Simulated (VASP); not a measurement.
# Mg2Ge3N (P6/mmm) in VASP: further runs, part 2 of 2

VASP 6.6.1. Earlier steps stand in the parts before.

## (5) Single point, PBE

This run uses another cell than the first one, of 19.53 Å³/atom.

INCAR

```
ALGO     = Normal         # electronic algorithm
EDIFF    = 1E-6           # SCF threshold, eV
ENCUT    = 520            # plane-wave cutoff, eV
GGA      = PE             # functional
ISIF     = 2              # what is computed and relaxed
ISMEAR   = 0              # smearing method
LASPH    = T              # aspherical terms in the spheres
LCHARG   = F              # write CHGCAR
LREAL    = F              # projectors in reciprocal space
LWAVE    = F              # write WAVECAR
NBANDS   = 34             # bands
NELM     = 60             # most SCF steps
PREC     = Accurate       # precision mode
SIGMA    = 0.1            # smearing width, eV
```

KPOINTS

```
k-points
0
Gamma
  12 12 8
```

POSCAR

```
Mg2Ge3N
1.0
    5.0589879315      0.0000000000      0.0000000000
   -2.5294939657      4.3812120661      0.0000000000
    0.0000000000      0.0000000000      5.2878116258
Mg Ge N
2 3 1
Direct
    0.3333333333      0.6666666667      0.0000000000
    0.6666666667      0.3333333333      0.0000000000
    0.5000000000      0.0000000000      0.5000000000
    0.0000000000      0.5000000000      0.5000000000
    0.5000000000      0.5000000000      0.5000000000
    0.0000000000      0.0000000000      0.0000000000
```

Potentials or basis: VASP PAW PBE potentials, release 64 (Mg, Ge_d, N).

Command:

```sh
$ cat potpaw_PBE.64/Mg/POTCAR potpaw_PBE.64/Ge_d/POTCAR potpaw_PBE.64/N/POTCAR > POTCAR
$ mpirun -np 1 vasp_std > vasp.out
```

OUTCAR:

```text
EDIFF = 1E-6
   ENCUT = 520
   GGA = PE
   ISIF = 2
   ISMEAR = 0
   LASPH = T
   LREAL = F
   NELM = 60
   PREC = Accurate

 ion  position               nearest neighbor table
   1  0.333  0.667  0.000-   2 2.92   2 2.92   2 2.92   3 3.02   3 3.02   4 3.02   4 3.02   5 3.02
                             5 3.02
   2  0.667  0.333  0.000-   1 2.92   1 2.92   1 2.92   3 3.02   3 3.02   4 3.02   4 3.02   5 3.02
                             5 3.02
   3  0.500  0.000  0.500-   5 2.53   5 2.53   4 2.53   4 2.53   1 3.02   2 3.02   1 3.02   2 3.02
[... 1102 lines left out ...]
  -------------------------------------------------------------------------------------
  Total       -0.0499985     -0.0499985     -0.0952647     -0.0000000     -0.0000000      0.0000000
  in kB       -0.6834925     -0.6834925     -1.3022924     -0.0000000     -0.0000000      0.0000000
  external PRESSURE =      -0.8897591 kB  Pullay stress =       0.0000000 kB

 VOLUME and BASIS-vectors are now :
 -----------------------------------------------------------------------------
  energy-cutoff  :      520.00
  volume of cell :      117.20
      direct lattice vectors                 reciprocal lattice vectors
     5.058987931  0.000000000  0.000000000     0.197667995  0.114123670  0.000000000
    -2.529493966  4.381212066  0.000000000     0.000000000  0.228247340  0.000000000
     0.000000000  0.000000000  5.287811626     0.000000000  0.000000000  0.189114150

 POSITION                                       TOTAL-FORCE (eV/Angst)
 -----------------------------------------------------------------------------------
     -0.00000      2.92081      0.00000         0.000000      0.000000     -0.000000
      2.52949      1.46040      0.00000        -0.000000      0.000000      0.000000
      2.52949      0.00000      2.64391        -0.000000      0.000000      0.000000
     -1.26475      2.19061      2.64391        -0.000000      0.000000      0.000000
      1.26475      2.19061      2.64391        -0.000000      0.000000      0.000000
      0.00000      0.00000      0.00000        -0.000000      0.000000      0.000000
 -----------------------------------------------------------------------------------
    total drift:                               -0.000000      0.000000     -0.000000

  FREE ENERGIE OF THE ION-ELECTRON SYSTEM (eV)
  ---------------------------------------------------
  free  energy   TOTEN  =       -19.7730643790 eV

  energy  without entropy=      -19.7505216596  energy(sigma->0) =      -19.76179302
```

OSZICAR:

```text
N       E                     dE             d eps       ncg     rms          rms(c)
DAV:   1     0.441376740332E+03    0.44138E+03   -0.24376E+04  7484   0.328E+03
DAV:   2     0.612842791492E+02   -0.38009E+03   -0.36593E+03  6484   0.760E+02
DAV:   3    -0.170749462277E+02   -0.78359E+02   -0.75998E+02  7644   0.190E+02
DAV:   4    -0.222580349841E+02   -0.51831E+01   -0.51261E+01  7318   0.545E+01
DAV:   5    -0.223879479744E+02   -0.12991E+00   -0.12972E+00  7920   0.937E+00    0.102E+01
DAV:   6    -0.262915505497E+02   -0.39036E+01   -0.31849E+01  8044   0.179E+01    0.173E+01
DAV:   7    -0.197685360145E+02    0.65230E+01   -0.22838E+01  8142   0.853E+00    0.273E+00
DAV:   8    -0.198073568016E+02   -0.38821E-01   -0.14052E+00  6782   0.431E+00    0.116E+00
DAV:   9    -0.197824905596E+02    0.24866E-01   -0.11477E-01  7578   0.167E+00    0.966E-01
DAV:  10    -0.197739730774E+02    0.85175E-02   -0.64124E-02  8126   0.862E-01    0.352E-01
DAV:  11    -0.197743657760E+02   -0.39270E-03   -0.60609E-03  6990   0.336E-01    0.396E-01
DAV:  12    -0.197729832993E+02    0.13825E-02   -0.52280E-03  7894   0.231E-01    0.297E-02
DAV:  13    -0.197730922060E+02   -0.10891E-03   -0.46174E-04  6872   0.961E-02    0.568E-02
DAV:  14    -0.197730837619E+02    0.84441E-05   -0.11227E-05  6800   0.234E-02    0.464E-02
DAV:  15    -0.197730631363E+02    0.20626E-04   -0.77859E-05  6464   0.217E-02    0.232E-03
DAV:  16    -0.197730642924E+02   -0.11560E-05   -0.46746E-06  5690   0.101E-02    0.117E-03
DAV:  17    -0.197730643790E+02   -0.86645E-07   -0.11455E-07  3580   0.239E-03
   1 F= -.19773064E+02 E0= -.19761793E+02  d E =-.225427E-01
```

stdout:

```text
POSCAR found type information on POSCAR MgGeN
 POSCAR found :  3 types and       6 ions
 scaLAPACK will be used
 LDA part: xc-table for (Slater+PW92), standard interpolation
 POSCAR, INCAR and KPOINTS ok, starting setup
 FFT: planning ... GRIDC
 FFT: planning ... GRID_SOFT
 FFT: planning ... GRID
 WAVECAR not read
 entering main loop
```

Run time: 5 min. Hardware: 1 thread of AMD EPYC 7R13 (Zen 3), shared host; peak memory 0.44 GiB.

Results:

```yaml
Free_energy: -19.7731 eV
Pressure: -0.1 GPa
Band_gap_on_the_k_mesh: zero (an odd number of electrons rules out a gap without spin polarisation)
```

## (6) Summary

| task | cell | k mesh | cutoff (eV) | gap on the mesh (eV) | pressure (GPa) |
| --- | --- | --- | --- | --- | --- |
| single point | a = 5.405, b = 5.405, c = 4.059 Å, angles 90.0, 90.0, 120.0°, 6 atoms | 6 × 6 × 4 | 520 | none | 12.0 |
| single point | a = 5.098, b = 5.098, c = 5.208 Å, angles 90.0, 90.0, 120.0°, 6 atoms | 6 × 6 × 4 | 520 | none | -0.3 |
| relaxation of cell and atoms | relaxed from a = 5.405, b = 5.405, c = 4.059 Å, angles 90.0, 90.0, 120.0°, 6 atoms | 6 × 6 × 4 | 600 | none | -0.2 |
| single point | a = 5.059, b = 5.059, c = 5.288 Å, angles 90.0, 90.0, 120.0°, 6 atoms | 12 × 12 × 8 | 520 | none | -0.1 |

Alike in all rows: level PBE; potentials or basis VASP PAW PBE potentials, release 64 (Mg, Ge_d, N); no spin polarisation; smearing gaussian 0.1 eV.

Caveats: some runs use coarse meshes; a cell axis changed by over 15 % at a fixed basis, so the end point is rough (at least some runs).

Total energies depend on the potentials used, so only differences within one code and one set of settings carry meaning.
